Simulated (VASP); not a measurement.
A run of VASP 6.6.1 is set up as follows.

File INCAR:

```
SYSTEM = SnSe2
PREC = Accurate
ENCUT = 520
EDIFF = 1E-6
ISMEAR = 0
SIGMA = 0.02
LREAL = .False.
LASPH = .True.
NELM = 100
ALGO = Normal
ISIF = 2
LWAVE = .False.
LCHARG = .True.
GGA = PE
IVDW = 12
LELF = .True.
LVHAR = .True.
NBANDS = 20
```

The input KPOINTS:

```
regular mesh
0
Gamma
  12 12 6
  0 0 0
```

The input POSCAR:

```
SnSe2
1.0
    4.1129010580      0.0000000000      0.0000000000
   -2.0564505290      3.5618767995      0.0000000000
    0.0000000000      0.0000000000      5.8693322466
Sn Se
1 2
Direct
    0.0000000000      0.0000000000      0.5000000000
    0.3333333333      0.6666666667      0.2121273981
    0.3333333333      0.6666666667      0.7878726019
```

Potentials or basis: VASP PAW PBE potentials, release 64 (Sn_d, Se).

Launch:

```console
$ cat potpaw_PBE.64/Sn_d/POTCAR potpaw_PBE.64/Se/POTCAR > POTCAR
$ mpirun -np 1 vasp_std > vasp.out
```

(1) What does it give for the largest force?

(2) What does it give for the pressure?

Answers

(1) 0.003 eV/Å.

(2) 0.0 GPa.
